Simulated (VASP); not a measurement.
# Ni (Fm-3m) in VASP: a series of runs

Runs on Ni. Level: PBE. Tasks: single point.

Everything below comes from runs of VASP 6.6.1. Logs are shortened: lines on timing, memory, paths and dates and some standing lists are left out, and cuts for length are marked.

## 1. The cell of the first run

It takes space group Fm-3m (No. 225, cubic). Conventional cell: a = 3.527 Å, b = 3.527 Å, c = 3.527 Å, α = 90.00°, β = 90.00°, γ = 90.00°. Within 3.3 Å of Ni (site symmetry m-3m) lie 12 Ni at 2.49 Å.

## 2. Single point, PBE, collinear spin, ferromagnetic start

Contents of INCAR:

```
ALGO     = Normal         # electronic algorithm
EDIFF    = 1E-6           # SCF threshold, eV
ENCUT    = 520            # plane-wave cutoff, eV
GGA      = PE             # functional
ISIF     = 2              # what is computed and relaxed
ISMEAR   = -1             # smearing method
ISPIN    = 2              # spin polarisation
LASPH    = T              # aspherical terms in the spheres
LCHARG   = F              # write CHGCAR
LMAXMIX  = 4              # l up to which the mixer works
LORBIT   = 11             # projections on sites
LREAL    = F              # projectors in reciprocal space
LWAVE    = F              # write WAVECAR
MAGMOM   = 2 2            # initial moments
NBANDS   = 21             # bands
NELM     = 150            # most SCF steps
PREC     = Accurate       # precision mode
SIGMA    = 0.1            # smearing width, eV
```

Contents of KPOINTS:

```
k-points
0
Gamma
  13 13 13
```

Contents of POSCAR:

```
Ni
1.0
    3.5270600000      1.7635300000      1.7635300000
    1.7635300000      3.5270600000      1.7635300000
    1.7635300000      1.7635300000      3.5270600000
Ni
2
Direct
    0.0000000000      0.0000000000      0.0000000000
    0.5000000000      0.5000000000      0.5000000000
```

Potentials or basis: VASP PAW PBE potentials, release 64 (Ni).

Launch:

```sh
$ cat potpaw_PBE.64/Ni/POTCAR > POTCAR
$ mpirun -np 1 vasp_std > vasp.out
```

OUTCAR:

```text
EDIFF = 1E-6
   ENCUT = 520
   GGA = PE
   ISIF = 2
   ISMEAR = -1
   ISPIN = 2
   LASPH = T
   LORBIT = 11
   LREAL = F
   NELM = 150
   PREC = Accurate

 ion  position               nearest neighbor table
   1  0.000  0.000  0.000-   2 2.49   2 2.49   2 2.49   2 2.49   2 2.49   2 2.49
   2  0.500  0.500  0.500-   1 2.49   1 2.49   1 2.49   1 2.49   1 2.49   1 2.49

  LATTYP: Found a trigonal (rhomboedric) cell.
 ALAT       =     4.3197486461
 COS(alpha) =     0.8333333333

  Lattice vectors:

 A1 = (   3.5270600000,   1.7635300000,   1.7635300000)
 A2 = (   1.7635300000,   3.5270600000,   1.7635300000)
 A3 = (   1.7635300000,   1.7635300000,   3.5270600000)

Analysis of symmetry for initial positions (statically):
=====================================================================
 Subroutine PRICEL returns following result:

  LATTYP: Found a face centered cubic cell.
 ALAT       =     3.5270600000

  Lattice vectors:

 A1 = (   0.0000000000,  -1.7635300000,   1.7635300000)
 A2 = (  -1.7635300000,  -0.0000000000,   1.7635300000)
 A3 = (  -1.7635300000,  -1.7635300000,   0.0000000000)

   2 primitive cells build up your supercell.

 Routine SETGRP: Setting up the symmetry group for a
 trigonal (rhombohedral) supercell.

 Subroutine GETGRP returns: Found 12 space group operations
 (whereof 12 operations were pure point group operations)
 out of a pool of 12 trial point group operations.

The static configuration has the point symmetry D_3d.

Analysis of symmetry for dynamics (positions and initial velocities):
=====================================================================
 Subroutine PRICEL returns following result:

  LATTYP: Found a face centered cubic cell.
 ALAT       =     3.5270600000

  Lattice vectors:

 A1 = (   0.0000000000,  -1.7635300000,   1.7635300000)
 A2 = (  -1.7635300000,  -0.0000000000,   1.7635300000)
 A3 = (  -1.7635300000,  -1.7635300000,   0.0000000000)

   2 primitive cells build up your supercell.

 Routine SETGRP: Setting up the symmetry group for a
 trigonal (rhombohedral) supercell.

 Subroutine GETGRP returns: Found 12 space group operations
 (whereof 12 operations were pure point group operations)
 out of a pool of 12 trial point group operations.

The dynamic configuration has the point symmetry D_3d.

Analysis of structural, dynamic, and magnetic symmetry:
=====================================================================
 Subroutine PRICEL returns following result:

  LATTYP: Found a face centered cubic cell.
 ALAT       =     3.5270600000

  Lattice vectors:

 A1 = (   0.0000000000,  -1.7635300000,   1.7635300000)
 A2 = (  -1.7635300000,  -0.0000000000,   1.7635300000)
 A3 = (  -1.7635300000,  -1.7635300000,   0.0000000000)

   2 primitive cells build up your supercell.

 Routine SETGRP: Setting up the symmetry group for a
 trigonal (rhombohedral) supercell.

 Subroutine GETGRP returns: Found 12 space group operations
 (whereof 12 operations were pure point group operations)
 out of a pool of 12 trial point group operations.

The overall configuration has the point symmetry D_3d.

 Subroutine INISYM returns: Found 12 space group operations
 (whereof 12 operations are pure point group operations),
 and found     2 'primitive' translations

----------------------------------------------------------------------------------------

                                     Primitive cell

  volume of cell :      10.9693

  direct lattice vectors                    reciprocal lattice vectors
     0.000000000 -1.763530000  1.763530000     0.283522254 -0.283522254  0.283522254
    -1.763530000 -0.000000000  1.763530000    -0.283522254  0.283522254  0.283522254
    -1.763530000 -1.763530000  0.000000000    -0.283522254 -0.283522254 -0.283522254

  length of vectors
     2.494008044  2.494008044  2.494008044     0.491074948  0.491074948  0.491074948

  position of ions in fractional coordinates (direct lattice)
     0.000000000  0.000000000  0.000000000

  ion indices of the primitive-cell ions
   primitive index   ion index
                 1           1

----------------------------------------------------------------------------------------

 KPOINTS: k-points

Automatic generation of k-mesh.
 Grid dimensions read from file:
 generate k-points for:   13   13   13

 Generating k-lattice:

  Cartesian coordinates                     Fractional coordinates (reciprocal lattice)
     0.032714106 -0.010904702 -0.010904702     0.076923077  0.000000000  0.000000000
    -0.010904702  0.032714106 -0.010904702     0.000000000  0.076923077  0.000000000
    -0.010904702 -0.010904702  0.032714106     0.000000000  0.000000000  0.076923077

  Length of vectors
     0.036166805  0.036166805  0.036166805

  Shift w.r.t. Gamma in fractional coordinates (k-lattice)
     0.000000000  0.000000000  0.000000000

 Subroutine IBZKPT returns following result:
 ===========================================

 Found    231 irreducible k-points:

 Following reciprocal coordinates:
            Coordinates               Weight
  0.000000  0.000000  0.000000      1.000000
  0.076923 -0.000000  0.000000      6.000000
  0.153846  0.000000  0.000000      6.000000
  0.230769  0.000000  0.000000      6.000000
  0.307692  0.000000  0.000000      6.000000
  0.384615  0.000000  0.000000      6.000000
[... 16 lines left out ...]
  0.384615  0.153846  0.000000     12.000000
  0.461538  0.153846  0.000000     12.000000
 [... further k-points ...]
   k-points           NKPTS =    231   k-points in BZ     NKDIM =    231   number of bands    NBANDS=     21
   number of dos      NEDOS =    301   number of ions     NIONS =      2
   total plane-waves  NPLWV =  32768
   dimension x,y,z NGX =    32 NGY =   32 NGZ =   32
   dimension x,y,z NGXF=    64 NGYF=   64 NGZF=   64
   ions per type =               2
   NGX,Y,Z   is equivalent  to a cutoff of  12.32, 12.32, 12.32 a.u.
   NGXF,Y,Z  is equivalent  to a cutoff of  24.63, 24.63, 24.63 a.u.
 SYSTEM =  unknown system
   PREC   = accura    normal or accurate (medium, high low for compatibility)
   ISTART =      0    job   : 0-new  1-cont  2-samecut
   ICHARG =      2    charge: 1-file 2-atom 10-const
   ISPIN  =      2    spin polarized calculation?
   LNONCOLLINEAR =      F non collinear calculations
   LSORBIT =      F    spin-orbit coupling
   LASPH  =      T    aspherical Exc in radial PAW
   ENCUT  =  520.0 eV  38.22 Ry    6.18 a.u.   8.03  8.03  8.03*2*pi/ulx,y,z
   NELM   =    150;   NELMIN=  2; NELMDL= -5     # of ELM steps
   EDIFF  = 0.1E-05   stopping-criterion for ELM
   LREAL  =      F    real-space projection
   EDIFFG = 0.1E-04   stopping-criterion for IOM
   NSW    =      0    number of steps for IOM
   IBRION =     -1    ionic relax: 0-MD 1-quasi-New 2-CG
   NFREE  =      0    steps in history (QN), initial steepest desc. (CG)
   ISIF   =      2    stress and relaxation
   ISYM   =      2    0-nonsym 1-usesym 2-fastsym
   POTIM  = 0.5000    time-step for ionic-motion
   TEBEG  =    0.0;   TEEND  =   0.0 temperature during run
   PSTRESS=    0.0 pullay stress
   NELECT =      20.0000    total number of electrons
   NUPDOWN=      -1.0000    fix difference up-down
   EMIN   =  10.00;   EMAX   =-10.00  energy-range for DOS
   EFERMI =   0.00;   METHOD = LEGACY
   ISMEAR =    -1;   SIGMA  =   0.10  broadening in eV -4-tet -1-fermi 0-gaus
   EFERMI_NEDOS =   21; number of points for ismear=-14 and -15
   IALGO  =     38    algorithm
   IMIX   =      4    mixing-type and parameters
     AMIX     =   0.40;   BMIX     =  1.00
     AMIX_MAG =   1.60;   BMIX_MAG =  1.00
  volume/ion in A,a.u.               =      10.97        74.02
  Fermi-wavevector in a.u.,A,eV,Ry     =   1.587384  2.999721 34.283794  2.519788
  Thomas-Fermi vector in A             =   2.686550
   LORBIT       =     11    0 simple, 1 ext, 2 COOP (PROOUT), +10 PAW based schemes
   GGA     = PE    functional components
   LHFCALC =     F    Hartree Fock is set to
   AEXX    =    0.0000 exact exchange contribution
   IVDW    =     0    specifies the selected vdW correction
   LEPSILON=     F    determine dielectric tensor
   LRPA    =     F    only Hartree local field effects (RPA)
 spin polarized calculation
  energy-cutoff  :      520.00
  volume of cell :       21.94
 maximum number of plane-waves:       609
   NGX = 17   NGY = 17   NGZ = 17

 number of electron      20.0000007 magnetization       1.2373619

 Free energy of the ion-electron system (eV)
  ---------------------------------------------------
  ext. energy  EPLUGINS =         0.00000000
  ---------------------------------------------------
  free energy    TOTEN  =       -10.99756326 eV

  energy without entropy =      -10.89059365  energy(sigma->0) =      -10.94407845

 E-fermi :   9.2504     XC(G=0): -13.2073

 val. band max:        9.2480044700   @ k =  -0.3846   0.3846   0.3846
 cond. band min:       9.2532973379   @ k =  -0.4615   0.3846   0.3077
 fundamental gap:      0.0052928679
 Fermi energy:         9.2504219160

 spin component 1

 k-point     1 :       0.0000    0.0000    0.0000
  band No.  band energies     occupation
      1       0.3055      1.00000
      2       4.4776      1.00000
      3       6.8613      1.00000
      4       6.8617      1.00000
      5       6.8617      1.00000
      6       6.8718      1.00000
[... 550 lines left out ...]
      5       6.4226      1.00000
      6       6.6486      1.00000
[... 13 lines left out ...]
     20      36.4810      0.00000
     21      37.8165      0.00000

 [... further k-points ...]

 spin component 2

 k-point     1 :       0.0000    0.0000    0.0000
  band No.  band energies     occupation
      1       0.2746      1.00000
      2       4.9001      1.00000
      3       7.4852      1.00000
      4       7.4852      1.00000
      5       7.5928      1.00000
      6       7.5928      1.00000
[... 550 lines left out ...]
      5       7.0200      1.00000
      6       7.2122      1.00000
[... 13 lines left out ...]
     20      36.4942      0.00000
     21      37.8904      0.00000

 [... further k-points ...]

------------------------ aborting loop because EDIFF is reached ----------------------------------------

  FORCE on cell =-STRESS in cart. coord.  units (eV):
  Direction    XX          YY          ZZ          XY          YZ          ZX
  --------------------------------------------------------------------------------------
  -------------------------------------------------------------------------------------
  Total       -0.1671624     -0.1671624     -0.1671624      0.0062386      0.0062386      0.0062386
  in kB      -12.2078886    -12.2078886    -12.2078886      0.4556076      0.4556076      0.4556076
  external PRESSURE =     -12.2078886 kB  Pullay stress =       0.0000000 kB

 VOLUME and BASIS-vectors are now :
 -----------------------------------------------------------------------------
  energy-cutoff  :      520.00
  volume of cell :       21.94
      direct lattice vectors                 reciprocal lattice vectors
     3.527060000  1.763530000  1.763530000     0.425283380 -0.141761127 -0.141761127
     1.763530000  3.527060000  1.763530000    -0.141761127  0.425283380 -0.141761127
     1.763530000  1.763530000  3.527060000    -0.141761127 -0.141761127  0.425283380

 POSITION                                       TOTAL-FORCE (eV/Angst)
 -----------------------------------------------------------------------------------
      0.00000      0.00000      0.00000         0.000000      0.000000      0.000000
      3.52706      3.52706      3.52706        -0.000000     -0.000000     -0.000000
 -----------------------------------------------------------------------------------
    total drift:                               -0.000000      0.000000     -0.000000

  FREE ENERGIE OF THE ION-ELECTRON SYSTEM (eV)
  ---------------------------------------------------
  free  energy   TOTEN  =       -10.9975632603 eV

  energy  without entropy=      -10.8905936456  energy(sigma->0) =      -10.94407845

 total charge

# of ion       s       p       d       tot
------------------------------------------
    1        0.494   0.491   8.311   9.295
    2        0.494   0.491   8.311   9.295
--------------------------------------------------
tot          0.988   0.981  16.622  18.591

 magnetization (x)

# of ion       s       p       d       tot
------------------------------------------
    1       -0.006  -0.024   0.660   0.631
    2       -0.006  -0.024   0.660   0.631
--------------------------------------------------
tot         -0.012  -0.047   1.321   1.262
```

Wall time 2 min (1 thread of Intel Xeon 6975P-C (Granite Rapids), shared host); peak memory 0.3 GiB.

What came out:

```yaml
Free_energy: -10.9976 eV
Pressure: -1.2 GPa
Net_moment: 1.24 μB per cell
Site_moments: Ni +0.63 μB
Valence_electrons_inside_the_program's_atomic_spheres: Ni 9.29
```

(Part 1 of 2 ends here.)
